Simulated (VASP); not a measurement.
# Re (P6_3/mmc) in VASP: further runs

The runs below take Re through electric field gradients, with PBE.

All numbers are computed with VASP 6.6.1; they aren't measurements. Logs are shortened: lines on timing, memory, paths and dates and some standing lists are left out, and cuts for length are marked.

### Step 1. The cell of the first run

It takes space group P6_3/mmc (No. 194, hexagonal). Conventional cell: a = 2.585 Å, b = 2.585 Å, c = 4.134 Å, α = 90.00°, β = 90.00°, γ = 120.00°. Re (site symmetry -6m2) has 12 Re at 2.55 to 2.59 Å within 3.4 Å.

### Step 2. Electric field gradients, PBE (volume scaled by 0.98)

Contents of INCAR:

```
PREC = Accurate
ENCUT = 520
EDIFF = 1E-8
ISMEAR = -1
SIGMA = 0.05
LREAL = F
LASPH = T
NELM = 80
ALGO = Normal
ISIF = 2
LWAVE = F
LCHARG = F
GGA = PE
LEFG = T
NBANDS = 14
```

Contents of KPOINTS:

```
regular mesh
0
Gamma
  18 18 10
```

Contents of POSCAR:

```
Re
1.0
    2.5854314113      0.0000000000      0.0000000000
   -1.2927157057      2.2390492819      0.0000000000
    0.0000000000      0.0000000000      4.1340662724
Re
2
Direct
    0.3333333333      0.6666666667      0.2500000000
    0.6666666667      0.3333333333      0.7500000000
```

Potentials or basis: VASP PAW PBE potentials, release 64 (Re).

On the command line:

```console
cat potpaw_PBE.64/Re/POTCAR > POTCAR
mpirun -np 1 vasp_std > vasp.out
```

OUTCAR:

```text
PREC = Accurate
   ENCUT = 520
   EDIFF = 1E-8
   ISMEAR = -1
   LREAL = F
   LASPH = T
   NELM = 80
   ISIF = 2
   GGA = PE

 ion  position               nearest neighbor table
   1  0.333  0.667  0.250-   2 2.55   2 2.55   2 2.55   2 2.55   2 2.55   2 2.55
   2  0.667  0.333  0.750-   1 2.55   1 2.55   1 2.55   1 2.55   1 2.55   1 2.55

  LATTYP: Found a hexagonal cell.
 ALAT       =     2.5854314113
 C/A-ratio  =     1.5989850879

  Lattice vectors:

 A1 = (   2.5854314113,   0.0000000000,   0.0000000000)
 A2 = (  -1.2927157057,   2.2390492819,   0.0000000000)
 A3 = (   0.0000000000,   0.0000000000,   4.1340662724)

Analysis of symmetry for initial positions (statically):
=====================================================================
 Subroutine PRICEL returns:
 Original cell was already a primitive cell.

 Routine SETGRP: Setting up the symmetry group for a
 hexagonal supercell.

 Subroutine GETGRP returns: Found 24 space group operations
 (whereof 12 operations were pure point group operations)
 out of a pool of 24 trial point group operations.

The static configuration has the point symmetry D_3d.
 The point group associated with its full space group is D_6h.

Analysis of symmetry for dynamics (positions and initial velocities):
=====================================================================
 Subroutine PRICEL returns:
 Original cell was already a primitive cell.

 Routine SETGRP: Setting up the symmetry group for a
 hexagonal supercell.

 Subroutine GETGRP returns: Found 24 space group operations
 (whereof 12 operations were pure point group operations)
 out of a pool of 24 trial point group operations.

The dynamic configuration has the point symmetry D_3d.
 The point group associated with its full space group is D_6h.

 Subroutine INISYM returns: Found 24 space group operations
 (whereof 12 operations are pure point group operations),
 and found     1 'primitive' translations

----------------------------------------------------------------------------------------

                                     Primitive cell

  volume of cell :      23.9317

  direct lattice vectors                    reciprocal lattice vectors
     2.585431411  0.000000000  0.000000000     0.386782645  0.223309064  0.000000000
    -1.292715706  2.239049282  0.000000000     0.000000000  0.446618129  0.000000000
     0.000000000  0.000000000  4.134066272     0.000000000  0.000000000  0.241892591

  length of vectors
     2.585431411  2.585431411  4.134066272     0.446618129  0.446618129  0.241892591

  position of ions in fractional coordinates (direct lattice)
     0.333333333  0.666666667  0.250000000
     0.666666667  0.333333333  0.750000000

  ion indices of the primitive-cell ions
   primitive index   ion index
                 1           1
                 2           2

----------------------------------------------------------------------------------------

 KPOINTS: regular mesh

Automatic generation of k-mesh.
 Grid dimensions read from file:
 generate k-points for:   18   18   10

 Generating k-lattice:

  Cartesian coordinates                     Fractional coordinates (reciprocal lattice)
     0.021487925  0.012406059  0.000000000     0.055555556  0.000000000  0.000000000
     0.000000000  0.024812118  0.000000000     0.000000000  0.055555556  0.000000000
     0.000000000  0.000000000  0.024189259     0.000000000  0.000000000  0.100000000

  Length of vectors
     0.024812118  0.024812118  0.024189259

  Shift w.r.t. Gamma in fractional coordinates (k-lattice)
     0.000000000  0.000000000  0.000000000

 Subroutine IBZKPT returns following result:
 ===========================================

 Found    222 irreducible k-points:

 Following reciprocal coordinates:
            Coordinates               Weight
  0.000000  0.000000  0.000000      1.000000
  0.055556  0.000000  0.000000      6.000000
  0.111111  0.000000  0.000000      6.000000
  0.166667  0.000000  0.000000      6.000000
  0.222222  0.000000  0.000000      6.000000
  0.277778  0.000000  0.000000      6.000000
[... 16 lines left out ...]
  0.333333  0.111111  0.000000     12.000000
  0.388889  0.111111  0.000000     12.000000
 [... further k-points ...]
   k-points           NKPTS =    222   k-points in BZ     NKDIM =    222   number of bands    NBANDS=     14
   number of dos      NEDOS =    301   number of ions     NIONS =      2
   total plane-waves  NPLWV =  12800
   dimension x,y,z NGX =    20 NGY =   20 NGZ =   32
   dimension x,y,z NGXF=    40 NGYF=   40 NGZF=   64
   ions per type =               2
   NGX,Y,Z   is equivalent  to a cutoff of  12.86, 12.86, 12.87 a.u.
   NGXF,Y,Z  is equivalent  to a cutoff of  25.72, 25.72, 25.74 a.u.
 SYSTEM =  unknown system
   PREC   = accura    normal or accurate (medium, high low for compatibility)
   ISTART =      0    job   : 0-new  1-cont  2-samecut
   ICHARG =      2    charge: 1-file 2-atom 10-const
   ISPIN  =      1    spin polarized calculation?
   LNONCOLLINEAR =      F non collinear calculations
   LSORBIT =      F    spin-orbit coupling
   LASPH  =      T    aspherical Exc in radial PAW
   ENCUT  =  520.0 eV  38.22 Ry    6.18 a.u.   4.81  4.81  7.69*2*pi/ulx,y,z
   NELM   =     80;   NELMIN=  2; NELMDL= -5     # of ELM steps
   EDIFF  = 0.1E-07   stopping-criterion for ELM
   LREAL  =      F    real-space projection
   EDIFFG = 0.1E-06   stopping-criterion for IOM
   NSW    =      0    number of steps for IOM
   IBRION =     -1    ionic relax: 0-MD 1-quasi-New 2-CG
   NFREE  =      0    steps in history (QN), initial steepest desc. (CG)
   ISIF   =      2    stress and relaxation
   ISYM   =      2    0-nonsym 1-usesym 2-fastsym
   POTIM  = 0.5000    time-step for ionic-motion
   TEBEG  =    0.0;   TEEND  =   0.0 temperature during run
   PSTRESS=    0.0 pullay stress
   NELECT =      14.0000    total number of electrons
   NUPDOWN=      -1.0000    fix difference up-down
   EMIN   =  10.00;   EMAX   =-10.00  energy-range for DOS
   EFERMI =   0.00;   METHOD = LEGACY
   ISMEAR =    -1;   SIGMA  =   0.05  broadening in eV -4-tet -1-fermi 0-gaus
   EFERMI_NEDOS =   21; number of points for ismear=-14 and -15
   IALGO  =     38    algorithm
   IMIX   =      4    mixing-type and parameters
     AMIX     =   0.40;   BMIX     =  1.00
     AMIX_MAG =   1.60;   BMIX_MAG =  1.00
  volume/ion in A,a.u.               =      11.97        80.75
  Fermi-wavevector in a.u.,A,eV,Ry     =   1.369177  2.587369 25.506088  1.874645
  Thomas-Fermi vector in A             =   2.495075
   LORBIT       =      0    0 simple, 1 ext, 2 COOP (PROOUT), +10 PAW based schemes
   GGA     = PE    functional components
   LHFCALC =     F    Hartree Fock is set to
   AEXX    =    0.0000 exact exchange contribution
   IVDW    =     0    specifies the selected vdW correction
   LEPSILON=     F    determine dielectric tensor
   LRPA    =     F    only Hartree local field effects (RPA)
 non-spin polarized calculation
  energy-cutoff  :      520.00
  volume of cell :       23.93
 maximum number of plane-waves:       660
 NGX is ok and might be reduce to    20
   NGX =  9   NGY =  9   NGZ = 15

 number of electron      14.0000000 magnetization

 Free energy of the ion-electron system (eV)
  ---------------------------------------------------
  ext. energy  EPLUGINS =         0.00000000
  ---------------------------------------------------
  free energy    TOTEN  =       -22.80883958 eV

  energy without entropy =      -22.79797018  energy(sigma->0) =      -22.80340488

 E-fermi :  10.6788     XC(G=0): -14.8952

 val. band max:       10.6727797086   @ k =   0.1111   0.0556   0.0000
 cond. band min:      10.6811770218   @ k =   0.3333   0.3333   0.1000
 fundamental gap:      0.0083973133
 Fermi energy:        10.6787829723

 k-point     1 :       0.0000    0.0000    0.0000
  band No.  band energies     occupation
      1      -0.5963      2.00000
      2       2.3582      2.00000
      3       8.3956      2.00000
      4       8.3956      2.00000
      5       8.6137      2.00000
      6       9.6013      2.00000
      7       9.6013      2.00000
      8      10.7096      0.70090
      9      10.7096      0.70090
     10      12.1391      0.00000
     11      15.0463      0.00000
     12      15.0463      0.00000
     13      23.6698      0.00000
     14      24.9382      0.00000

 k-point     2 :       0.0556    0.0000    0.0000
  band No.  band energies     occupation
      1      -0.4329      2.00000
      2       2.5109      2.00000
      3       7.9587      2.00000
      4       8.5476      2.00000
      5       8.9897      2.00000
      6       9.4779      2.00000
      7       9.7468      2.00000
      8      10.4489      1.98007
      9      10.5692      1.79900
     10      11.5389      0.00000
     11      15.1580      0.00000
     12      15.9011      0.00000
     13      23.7470      0.00000
     14      25.3206      0.00000

 k-point     3 :       0.1111    0.0000    0.0000
  band No.  band energies     occupation
      1       0.0383      2.00000
      2       2.9337      2.00000
      3       7.3657      2.00000
      4       8.9985      2.00000
      5       9.1039      2.00000
      6       9.4617      2.00000
      7       9.5335      2.00000
      8      10.1775      1.99991
      9      10.2049      1.99985
     10      10.9166      0.01705
     11      15.4363      0.00000
     12      17.5099      0.00000
     13      23.8631      0.00000
     14      26.3996      0.00000
[... 324 lines left out ...]
 k-point    23 :       0.3333    0.1111    0.0000
  band No.  band energies     occupation
      1       3.5695      2.00000
      2       3.9443      2.00000
      3       4.2214      2.00000
      4       7.5349      2.00000
      5       7.7815      2.00000
      6       9.3275      2.00000
      7       9.5407      2.00000
      8      13.7158      0.00000
      9      14.9912      0.00000
     10      16.2707      0.00000
     11      16.9114      0.00000
     12      22.9357      0.00000
     13      23.6572      0.00000
     14      25.3592      0.00000

 k-point    24 :       0.3889    0.1111    0.0000
  band No.  band energies     occupation
      1       3.3669      2.00000
      2       3.8488      2.00000
      3       4.0216      2.00000
      4       7.7292      2.00000
      5       8.1966      2.00000
      6       9.0665      2.00000
      7       9.9977      2.00000
      8      14.9634      0.00000
      9      15.6956      0.00000
     10      16.3100      0.00000
     11      18.2484      0.00000
     12      21.6231      0.00000
     13      23.4661      0.00000
     14      23.9967      0.00000

 [... further k-points ...]
[... 5 lines left out ...]
  --------------------------------------------------------------------------------------
  -------------------------------------------------------------------------------------
  Total       19.6183943     19.6183943     20.9604645     -0.0000000      0.0000000      0.0000000
  in kB     1313.4088336   1313.4088336   1403.2575154     -0.0000000      0.0000000      0.0000000
  external PRESSURE =    1343.3583942 kB  Pullay stress =       0.0000000 kB

 VOLUME and BASIS-vectors are now :
 -----------------------------------------------------------------------------
  energy-cutoff  :      520.00
  volume of cell :       23.93
      direct lattice vectors                 reciprocal lattice vectors
     2.585431411  0.000000000  0.000000000     0.386782645  0.223309064  0.000000000
    -1.292715706  2.239049282  0.000000000     0.000000000  0.446618129  0.000000000
     0.000000000  0.000000000  4.134066272     0.000000000  0.000000000  0.241892591

 POSITION                                       TOTAL-FORCE (eV/Angst)
 -----------------------------------------------------------------------------------
     -0.00000      1.49270      1.03352         0.000000     -0.000000      0.000000
      1.29272      0.74635      3.10055        -0.000000      0.000000      0.000000
 -----------------------------------------------------------------------------------
    total drift:                               -0.000000      0.000000     -0.000000

  FREE ENERGIE OF THE ION-ELECTRON SYSTEM (eV)
  ---------------------------------------------------
  free  energy   TOTEN  =       -22.8088395841 eV

  energy  without entropy=      -22.7979701795  energy(sigma->0) =      -22.80340488

 Electric field gradients (V/A^2)
---------------------------------------------------------------------
 ion       V_xx      V_yy      V_zz      V_xy      V_xz      V_yz
---------------------------------------------------------------------
   1      54.891    54.891  -109.781     0.000     0.000    -0.000
   2      54.891    54.891  -109.781     0.000    -0.000     0.000
---------------------------------------------------------------------

 Electric field gradients after diagonalization (V/A^2)
 (convention: |V_zz| > |V_xx| > |V_yy|)
----------------------------------------------------------------------
 ion       V_xx      V_yy      V_zz     asymmetry (V_yy - V_xx)/ V_zz
----------------------------------------------------------------------
   1      54.891    54.890  -109.781       0.000
   2      54.891    54.890  -109.781       0.000
----------------------------------------------------------------------

           NMR quadrupolar parameters

 Cq : quadrupolar parameter    Cq=e*Q*V_zz/h
 eta: asymmetry parameters     (V_yy - V_xx)/ V_zz
 Q  : nuclear electric quadrupole moment in mb (millibarn)
----------------------------------------------------------------------
 ion       Cq(MHz)       eta       Q (mb)
----------------------------------------------------------------------
   1      -0.265       0.000       1.000
   2      -0.265       0.000       1.000
----------------------------------------------------------------------
```

Run time: 43 s. Hardware: 1 thread of Intel Xeon 6975P-C (Granite Rapids), shared host; peak memory 0.18 GiB.

What came out:

| Property | Result |
| --- | --- |
| Free energy | -22.8088 eV |
| Pressure | 134.3 GPa |
| Band gap on the k mesh | zero (band 7 reaches 13.04 eV, above the bottom of band 8 at 8.21 eV) |

Stress tensor (GPa, compression positive):
```
131.34   0.00   0.00
  0.00 131.34   0.00
  0.00   0.00 140.33
```

Electric field gradients, principal values (V/Å²):
```tsv
atom	least	middle	greatest (by size)
1 Re	54.890	54.891	-109.781
2 Re	54.890	54.891	-109.781
```

Caveat: the cell differs from its parent crystal (volume scaled by 0.98); without QUAD_EFG the Cq values of the log hold for a quadrupole moment of 1 mb, not for the nuclei; spin-orbit coupling is left out, which moves the levels of the heavy elements.

### Step 3. Electric field gradients, PBE

This run uses another cell than the first one, of 12.21 Å³/atom, 1.020 times its volume.

Contents of INCAR:

```
PREC = Accurate ; ENCUT = 520
EDIFF = 1E-8 ; ISMEAR = -1
SIGMA = 0.05 ; LREAL = False
LASPH = True ; NELM = 100
ALGO = Normal ; ISIF = 2
LWAVE = False ; LCHARG = False
GGA = PE ; LEFG = True
NBANDS = 14
```

KPOINTS is that of step 2.

Contents of POSCAR:

```
Re
1.0
    2.6029010724      0.0000000000      0.0000000000
   -1.3014505362      2.2541784522      0.0000000000
    0.0000000000      0.0000000000      4.1620000000
Re
2
Direct
    0.3333333333      0.6666666667      0.2500000000
    0.6666666667      0.3333333333      0.7500000000
```

Potentials or basis: VASP PAW PBE potentials, release 64 (Re).

On the command line:

```console
cat potpaw_PBE.64/Re/POTCAR > POTCAR
mpirun -np 1 vasp_std > vasp.out
```

OUTCAR:

```text
PREC = Accurate
   ENCUT = 520
   EDIFF = 1E-8
   ISMEAR = -1
   LREAL = False
   LASPH = True
   NELM = 100
   ISIF = 2
   GGA = PE

 ion  position               nearest neighbor table
   1  0.333  0.667  0.250-   2 2.57   2 2.57   2 2.57   2 2.57   2 2.57   2 2.57
   2  0.667  0.333  0.750-   1 2.57   1 2.57   1 2.57   1 2.57   1 2.57   1 2.57

  LATTYP: Found a hexagonal cell.
 ALAT       =     2.6029010724
 C/A-ratio  =     1.5989850879

  Lattice vectors:

 A1 = (   2.6029010724,   0.0000000000,   0.0000000000)
 A2 = (  -1.3014505362,   2.2541784522,   0.0000000000)
 A3 = (   0.0000000000,   0.0000000000,   4.1620000000)

Analysis of symmetry for initial positions (statically):
=====================================================================
 Subroutine PRICEL returns:
 Original cell was already a primitive cell.

 Routine SETGRP: Setting up the symmetry group for a
[... 599 lines left out ...]
  energy-cutoff  :      520.00
  volume of cell :       24.42
      direct lattice vectors                 reciprocal lattice vectors
     2.602901072  0.000000000  0.000000000     0.384186710  0.221810301  0.000000000
    -1.301450536  2.254178452  0.000000000     0.000000000  0.443620601  0.000000000
     0.000000000  0.000000000  4.162000000     0.000000000  0.000000000  0.240269101

 POSITION                                       TOTAL-FORCE (eV/Angst)
 -----------------------------------------------------------------------------------
     -0.00000      1.50279      1.04050         0.000000      0.000000      0.000000
      1.30145      0.75139      3.12150        -0.000000     -0.000000      0.000000
 -----------------------------------------------------------------------------------
    total drift:                                0.000000     -0.000000     -0.000000

  FREE ENERGIE OF THE ION-ELECTRON SYSTEM (eV)
  ---------------------------------------------------
  free  energy   TOTEN  =       -23.1916380099 eV

  energy  without entropy=      -23.1806344982  energy(sigma->0) =      -23.18613625

 Electric field gradients (V/A^2)
---------------------------------------------------------------------
 ion       V_xx      V_yy      V_zz      V_xy      V_xz      V_yz
---------------------------------------------------------------------
   1      54.375    54.375  -108.749     0.000     0.000    -0.000
   2      54.375    54.375  -108.749     0.000    -0.000     0.000
---------------------------------------------------------------------

 Electric field gradients after diagonalization (V/A^2)
 (convention: |V_zz| > |V_xx| > |V_yy|)
----------------------------------------------------------------------
 ion       V_xx      V_yy      V_zz     asymmetry (V_yy - V_xx)/ V_zz
----------------------------------------------------------------------
   1      54.375    54.374  -108.749       0.000
   2      54.375    54.374  -108.749       0.000
----------------------------------------------------------------------

           NMR quadrupolar parameters

 Cq : quadrupolar parameter    Cq=e*Q*V_zz/h
 eta: asymmetry parameters     (V_yy - V_xx)/ V_zz
 Q  : nuclear electric quadrupole moment in mb (millibarn)
----------------------------------------------------------------------
 ion       Cq(MHz)       eta       Q (mb)
----------------------------------------------------------------------
   1      -0.263       0.000       1.000
   2      -0.263       0.000       1.000
----------------------------------------------------------------------
```

It took 54 s on 1 thread of Intel Xeon 6975P-C (Granite Rapids), shared host; peak memory 0.18 GiB.

Results:

```
Free energy            : -23.1916 eV
Pressure               : 116.9 GPa
Band gap on the k mesh : zero (band 7 reaches 12.62 eV, above the bottom of band 8 at 8.00 eV)
```

Levels at points of the mesh, in eV from the Fermi level:
| k point | band 5 | band 6 | band 7 | band 8 | band 9 | band 10 |
| --- | --- | --- | --- | --- | --- | --- |
| (0.00, 0.00, 0.00) | -1.99 | -1.03 | -1.03 | 0.05 | 0.05 | 1.37 |
| (0.50, 0.00, 0.00) | -1.70 | -1.54 | -0.60 | 5.11 | 5.87 | 5.88 |
| (0.00, 0.00, 0.50) | -2.38 | -2.38 | -2.38 | -2.38 | 3.32 | 3.32 |
| (0.50, 0.00, 0.50) | 0.36 | 0.36 | 1.48 | 1.48 | 5.56 | 5.56 |

Electric field gradients, principal values (V/Å²):
| atom | least | middle | greatest (by size) |
| --- | --- | --- | --- |
| 1 Re | 54.374 | 54.375 | -108.749 |
| 2 Re | 54.374 | 54.375 | -108.749 |

Caveat: without QUAD_EFG the Cq values of the log hold for a quadrupole moment of 1 mb, not for the nuclei; spin-orbit coupling is left out, which moves the levels of the heavy elements.

[end of part 1 of 2]
